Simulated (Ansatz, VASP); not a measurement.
BN: VASP beside Ansatz

```xyz
12
Lattice="1.8130 -1.8130 0.0000 1.8130 0.0000 -1.8130 7.7959 6.7081 7.2520" Properties=species:S:1:pos:R:3 pbc="T T T"
B     2.8703   -0.7557   -0.7557
B     6.4963    6.4963    6.4963
B     2.8703    1.0573    1.0573
B     6.4963    2.8703    2.8703
B     2.8703    2.8703    2.8703
B     6.4963    4.6833    4.6833
N     5.5898    1.9638    1.9638
N     5.5898    0.1508    0.1508
N     5.5898    3.7768    3.7768
N     9.2158    5.5898    5.5898
N     5.5898    5.5898    5.5898
N     1.9638    0.1508    0.1508
```

Alike in both runs: task single point; functional PBE; k mesh 10 × 10 × 2; occupations gaussian, width 0.05 eV; no spin polarisation.

```csv
,VASP,Ansatz
version,VASP 6.6.1,Ansatz 0.2.0
potentials or method,"VASP PAW PBE potentials, release 64 (B, N), cutoff 520 eV","scalar-relativistic, plane waves, PAW"
valence electrons in the cell,48,48
```

|  | VASP | Ansatz | Ansatz less VASP |
| --- | --- | --- | --- |
| gap on the k mesh at the Fermi level (eV) | 2.86 | 2.87 | +0.009 |
| least direct gap on the mesh (eV) | 4.01 | 4.02 | +0.011 |
| pressure (GPa) | 0.2 | 0.0 | -0.22 |
| traceless stress, the component that is largest in VASP (GPa) | -14.50 | -14.49 | +0.012 |
| rms of the force components (eV/Å) | 0.774 | 0.775 | +0.0006 |

Atom by atom the forces differ by 0.003 eV/Å (rms over components). With one functional, cell and mesh, what is left measures potentials, basis and numerics.
